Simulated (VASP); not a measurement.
# WS2 (Tungstenite) (P1) in VASP: notebook

Aim: see how the results for WS2 (Tungstenite) move with the level of theory and the settings. Levels: PBE, r2SCAN. Tasks: single point.

All numbers are computed with VASP 6.6.1; they aren't measurements. Logs are shortened: lines on timing, memory, paths and dates and some standing lists are left out, and cuts for length are marked.

### Step 1. The cell of the first run

The typed cell holds 3 atoms: a = 6.541 Å, b = 6.541 Å, c = 6.541 Å, α = 28.24°, β = 28.24°, γ = 28.24°.

### Step 2. Single point, PBE

Input file INCAR:

```
PREC = Accurate
ENCUT = 520
EDIFF = 1E-6
ISMEAR = -1
SIGMA = 0.146
LREAL = F
LASPH = T
NELM = 60
ALGO = Normal
ISIF = 2
LWAVE = F
LCHARG = T
GGA = PE
LELF = T
LVHAR = T
NBANDS = 20
```

Input file KPOINTS:

```
regular mesh
0
Gamma
  6 6 6
```

Input file POSCAR:

```
WS2
1.0
    1.5957070000      0.9212820000      6.2760990000
   -1.5957070000      0.9212820000      6.2760990000
    0.0000000000     -1.8425630000      6.2760990000
W S
1 2
Direct
   -0.0021469342     -0.0047363820      0.0067273275
    0.2694939141      0.2745048591      0.2244131017
    0.3692174999      0.4162743844      0.4688667547
```

Potentials or basis: VASP PAW PBE potentials, release 64 (W_sv, S).

On the command line:

```bash
$ cat potpaw_PBE.64/W_sv/POTCAR potpaw_PBE.64/S/POTCAR > POTCAR
$ mpirun -np 1 vasp_std > vasp.out
```

OUTCAR:

```text
PREC = Accurate
   ENCUT = 520
   EDIFF = 1E-6
   ISMEAR = -1
   LREAL = F
   LASPH = T
   NELM = 60
   ISIF = 2
   GGA = PE

 ion  position               nearest neighbor table
   1  0.998  0.995  0.007-   2 2.30   2 2.31   3 2.35   2 2.43   3 2.44   3 2.54
   2  0.269  0.275  0.224-   1 2.30   1 2.31   1 2.43
   3  0.369  0.416  0.469-   1 2.35   1 2.44   1 2.54

  LATTYP: Found a trigonal (rhomboedric) cell.
 ALAT       =     6.5409831074
 COS(alpha) =     0.8809716972

  Lattice vectors:

 A1 = (   1.5957070000,   0.9212820000,   6.2760990000)
 A2 = (  -1.5957070000,   0.9212820000,   6.2760990000)
 A3 = (   0.0000000000,  -1.8425630000,   6.2760990000)

Analysis of symmetry for initial positions (statically):
=====================================================================
 Subroutine PRICEL returns:
 Original cell was already a primitive cell.

 Routine SETGRP: Setting up the symmetry group for a
 trigonal (rhombohedral) supercell.

 Subroutine GETGRP returns: Found  1 space group operations
 (whereof  1 operations were pure point group operations)
 out of a pool of 12 trial point group operations.

The static configuration has the point symmetry C_1 .

Analysis of symmetry for dynamics (positions and initial velocities):
=====================================================================
 Subroutine PRICEL returns:
 Original cell was already a primitive cell.

 Routine SETGRP: Setting up the symmetry group for a
 trigonal (rhombohedral) supercell.

 Subroutine GETGRP returns: Found  1 space group operations
 (whereof  1 operations were pure point group operations)
 out of a pool of 12 trial point group operations.

The dynamic configuration has the point symmetry C_1 .

 Subroutine INISYM returns: Found  1 space group operations
 (whereof  1 operations are pure point group operations),
 and found     1 'primitive' translations

----------------------------------------------------------------------------------------

                                     Primitive cell

  volume of cell :      55.3588

  direct lattice vectors                    reciprocal lattice vectors
[... 77 lines left out ...]
   NGX,Y,Z   is equivalent  to a cutoff of  12.71, 12.71, 12.71 a.u.
   NGXF,Y,Z  is equivalent  to a cutoff of  25.42, 25.42, 25.42 a.u.
 SYSTEM =  unknown system
   PREC   = accura    normal or accurate (medium, high low for compatibility)
   ISTART =      0    job   : 0-new  1-cont  2-samecut
   ICHARG =      2    charge: 1-file 2-atom 10-const
   ISPIN  =      1    spin polarized calculation?
   LNONCOLLINEAR =      F non collinear calculations
   LSORBIT =      F    spin-orbit coupling
   LASPH  =      T    aspherical Exc in radial PAW
   ENCUT  =  520.0 eV  38.22 Ry    6.18 a.u.  12.16 12.16 12.16*2*pi/ulx,y,z
   NELM   =     60;   NELMIN=  2; NELMDL= -5     # of ELM steps
   EDIFF  = 0.1E-05   stopping-criterion for ELM
   LREAL  =      F    real-space projection
   EDIFFG = 0.1E-04   stopping-criterion for IOM
   NSW    =      0    number of steps for IOM
   IBRION =     -1    ionic relax: 0-MD 1-quasi-New 2-CG
   NFREE  =      0    steps in history (QN), initial steepest desc. (CG)
   ISIF   =      2    stress and relaxation
   ISYM   =      2    0-nonsym 1-usesym 2-fastsym
   POTIM  = 0.5000    time-step for ionic-motion
   TEBEG  =    0.0;   TEEND  =   0.0 temperature during run
   PSTRESS=    0.0 pullay stress
   NELECT =      26.0000    total number of electrons
   NUPDOWN=      -1.0000    fix difference up-down
   EMIN   =  10.00;   EMAX   =-10.00  energy-range for DOS
   EFERMI =   0.00;   METHOD = LEGACY
   ISMEAR =    -1;   SIGMA  =   0.15  broadening in eV -4-tet -1-fermi 0-gaus
   EFERMI_NEDOS =   21; number of points for ismear=-14 and -15
   IALGO  =     38    algorithm
   IMIX   =      4    mixing-type and parameters
     AMIX     =   0.40;   BMIX     =  1.00
     AMIX_MAG =   1.60;   BMIX_MAG =  1.00
  volume/ion in A,a.u.               =      18.45       124.53
  Fermi-wavevector in a.u.,A,eV,Ry     =   1.272537  2.404746 22.032599  1.619350
  Thomas-Fermi vector in A             =   2.405410
   LORBIT       =      0    0 simple, 1 ext, 2 COOP (PROOUT), +10 PAW based schemes
   GGA     = PE    functional components
   LHFCALC =     F    Hartree Fock is set to
   AEXX    =    0.0000 exact exchange contribution
   IVDW    =     0    specifies the selected vdW correction
   LEPSILON=     F    determine dielectric tensor
   LRPA    =     F    only Hartree local field effects (RPA)
 non-spin polarized calculation
  energy-cutoff  :      520.00
  volume of cell :       55.36
 maximum number of plane-waves:      1508
 NGX is ok and might be reduce to    50
   NGX = 25   NGY = 25   NGZ = 25

 number of electron      25.9999999 magnetization

 Free energy of the ion-electron system (eV)
  ---------------------------------------------------
  ext. energy  EPLUGINS =         0.00000000
  ---------------------------------------------------
  free energy    TOTEN  =       -23.35510153 eV

  energy without entropy =      -23.35064741  energy(sigma->0) =      -23.35287447

 E-fermi :   7.4051     XC(G=0): -10.6543

 val. band max:        7.1671756145   @ k =   0.5000   0.5000   0.5000
 cond. band min:       7.9631390975   @ k =   0.1667  -0.1667   0.5000
 fundamental gap:      0.7959634829
 Fermi energy:         7.4050662174

 k-point     1 :       0.0000    0.0000    0.0000
  band No.  band energies     occupation
      1     -67.6301      2.00000
      2     -31.8929      2.00000
      3     -31.7618      2.00000
      4     -31.7504      2.00000
      5      -8.6342      2.00000
      6      -6.6004      2.00000
[... 541 lines left out ...]
     19      15.0640      0.00000
     20      15.5462      0.00000

 [... further k-points ...]
[... 5 lines left out ...]
  --------------------------------------------------------------------------------------
  -------------------------------------------------------------------------------------
  Total        1.8842769      1.1120885      3.8514993     -0.2736150      3.5538677      0.6451832
  in kB       54.5341682     32.1857259    111.4689201     -7.9188829    102.8549573     18.6726959
  external PRESSURE =      66.0629380 kB  Pullay stress =       0.0000000 kB

 VOLUME and BASIS-vectors are now :
 -----------------------------------------------------------------------------
  energy-cutoff  :      520.00
  volume of cell :       55.36
      direct lattice vectors                 reciprocal lattice vectors
     1.595707000  0.921282000  6.276099000     0.313340732  0.180907395  0.053111538
    -1.595707000  0.921282000  6.276099000    -0.313340732  0.180907395  0.053111538
     0.000000000 -1.842563000  6.276099000     0.000000000 -0.361814791  0.053111567

 POSITION                                       TOTAL-FORCE (eV/Angst)
 -----------------------------------------------------------------------------------
      0.00413      1.82383     12.55122        -0.818943      0.036920      2.369871
     -0.00800      0.08768      4.82263         0.212376     -1.219126     -2.318321
     -0.07509     -0.14026      7.87248         0.606567      1.182206     -0.051549
 -----------------------------------------------------------------------------------
    total drift:                               -0.000003     -0.000009     -0.000229

  FREE ENERGIE OF THE ION-ELECTRON SYSTEM (eV)
  ---------------------------------------------------
  free  energy   TOTEN  =       -23.3551015297 eV

  energy  without entropy=      -23.3506474107  energy(sigma->0) =      -23.35287447
```

stdout:

```text
POSCAR found type information on POSCAR W S
 POSCAR found :  2 types and       3 ions
 scaLAPACK will be used
 LDA part: xc-table for (Slater+PW92), standard interpolation
 POSCAR, INCAR and KPOINTS ok, starting setup
 FFT: planning ... GRIDC
 FFT: planning ... GRID_SOFT
 FFT: planning ... GRID
 WAVECAR not read
 entering main loop
```

Wall time 7.5 min (1 thread of Intel Xeon Platinum 8259CL at 2.50GHz (Skylake/Cascade Lake), shared host); peak memory 0.4 GiB.

Results:

```
Free energy            : -23.3551 eV
Pressure               : 6.6 GPa
Largest force          : 2.628 eV/Å
Band gap on the k mesh : 0.80 eV, indirect (least direct gap 1.53 eV)
```

Forces in eV/Å, atoms in the order of the input:
```
W   -0.819  0.037  2.370
S    0.212 -1.219 -2.318
S    0.607  1.182 -0.052
```

Levels at points of the mesh, in eV from the valence-band top:
```
           k point  band 10  band 11  band 12  band 13  band 14  band 15  band 16  band 17
(0.00, 0.00, 0.00)    -2.81    -2.44    -1.82    -0.87     1.48     2.07     2.36     2.84
(0.50, 0.00, 0.00)    -4.52    -2.48    -2.15    -1.75     1.96     2.36     3.27     3.77
(0.00, 0.50, 0.00)    -4.36    -2.71    -2.12    -1.83     1.89     2.37     3.36     3.79
(0.00, 0.00, 0.50)    -4.56    -2.98    -2.14    -1.51     1.93     2.43     3.21     4.03
(0.50, 0.50, 0.00)    -4.51    -3.12    -2.24    -1.46     1.90     2.43     3.29     4.23
(0.50, 0.00, 0.50)    -4.31    -3.23    -2.25    -1.68     1.86     2.39     3.14     3.85
(0.00, 0.50, 0.50)    -4.45    -3.14    -2.30    -1.55     1.92     2.37     2.84     4.16
(0.50, 0.50, 0.50)    -3.49    -2.78    -2.35     0.00     1.53     2.16     2.22     2.76
```

Caveat: spin-orbit coupling is left out, which moves the levels of the heavy elements; forces of over 1 eV/Å act on the atoms, so gaps and moduli don't describe the material at rest. PBE gaps usually lie below the measured ones, often by a third to a half.

### Step 3. Single point, PBE

This run uses another cell than the first one, of 18.95 Å³/atom, 1.027 times its volume.

Input file INCAR:

```
SYSTEM = WS2
  PREC = Accurate
  ENCUT = 520
  EDIFF = 1E-6
  ISMEAR = -1
  SIGMA = 0.146
  LREAL = .False.
  LASPH = .True.
  NELM = 80
  ALGO = Normal
  ISIF = 2
  LWAVE = .False.
  LCHARG = .False.
  GGA = PE
  NBANDS = 20
```

Input file KPOINTS:

```
regular mesh
0
Gamma
  6 6 6
  0 0 0
```

Input file POSCAR:

```
WS2
1.0
    1.6099740000      0.9295190000      6.3322150000
   -1.6099740000      0.9295190000      6.3322150000
    0.0000000000     -1.8590380000      6.3322150000
W S
1 2
Direct
   -0.0077507884     -0.0045886255      0.0117944229
    0.2771957992      0.2603284461      0.2329236944
    0.3435475089      0.4371751079      0.4781916809
```

Potentials or basis: VASP PAW PBE potentials, release 64 (W_sv, S).

On the command line:

```bash
$ cat potpaw_PBE.64/W_sv/POTCAR potpaw_PBE.64/S/POTCAR > POTCAR
$ mpirun -np 1 vasp_std > vasp.out
```

Wall time 8.2 min (1 thread of Intel Xeon Platinum 8259CL at 2.50GHz (Skylake/Cascade Lake), shared host); peak memory 0.4 GiB.

The run converged. Its results:

```
Free energy            : -23.2928 eV
Pressure               : 2.1 GPa
Largest force          : 2.841 eV/Å
Band gap on the k mesh : 0.80 eV, indirect (least direct gap 1.30 eV)
```

Forces on the atoms (eV/Å):
```
W   -0.505  0.099  2.794
S   -0.434 -1.102 -1.976
S    0.939  1.003 -0.818
```

Stress tensor (GPa, compression positive):
```
 1.51  0.08  6.02
 0.08 -1.01  8.90
 6.02  8.90  5.73
```

Levels at points of the mesh, in eV from the valence-band top:
```tsv
k point	band 10	band 11	band 12	band 13	band 14	band 15	band 16	band 17
(0.00, 0.00, 0.00)	-2.69	-2.40	-1.71	-0.74	1.26	2.09	2.26	2.86
(0.50, 0.00, 0.00)	-4.39	-2.37	-2.09	-1.67	1.89	2.25	2.99	3.74
(0.00, 0.50, 0.00)	-4.24	-2.81	-2.01	-1.65	1.82	2.29	3.15	3.75
(0.00, 0.00, 0.50)	-4.41	-2.98	-2.03	-1.40	1.85	2.34	3.08	3.94
(0.50, 0.50, 0.00)	-4.38	-3.11	-2.13	-1.34	1.83	2.33	3.23	3.89
(0.50, 0.00, 0.50)	-4.19	-3.17	-2.14	-1.53	1.80	2.30	3.15	3.59
(0.00, 0.50, 0.50)	-4.33	-3.11	-2.24	-1.47	1.85	2.22	2.65	4.09
(0.50, 0.50, 0.50)	-3.43	-2.67	-2.13	0.00	1.30	2.08	2.24	2.80
```

Caveat: spin-orbit coupling is left out, which moves the levels of the heavy elements; forces of over 1 eV/Å act on the atoms, so gaps and moduli don't describe the material at rest. As with any semilocal functional, this PBE gap is likely too small.

[end of part 1 of 2]
